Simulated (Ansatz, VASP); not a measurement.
**Two plane-wave programs on V**

```
CELL_PARAMETERS angstrom
2.65785 0.00000 0.00000
-1.32893 2.30177 0.00000
0.00000 0.00000 9.29270
ATOMIC_POSITIONS crystal
V 0.00000 0.00000 0.00000
V 0.00000 0.00000 0.50000
V 0.33333 0.66667 0.25000
V 0.66667 0.33333 0.75000
```

Alike in both runs: task single point; functional RPBE; k mesh 15 × 15 × 4; occupations fermi-dirac, width 0.1 eV; no spin polarisation.

```csv
,VASP,Ansatz
version,VASP 6.6.1,Ansatz 0.2.0
potentials or method,"VASP PAW PBE potentials, release 64 (V_sv), cutoff 520 eV","plane waves (420 eV) with PAW, scalar-relativistic"
valence electrons in the cell,52,52
```

```tsv
	VASP	Ansatz	Ansatz less VASP
pressure (GPa)	0.3	0.0	-0.26
traceless stress, the component that is largest in VASP (GPa)	-0.05	-0.07	-0.020
```

VASP's potentials were made for PBE, not for RPBE.
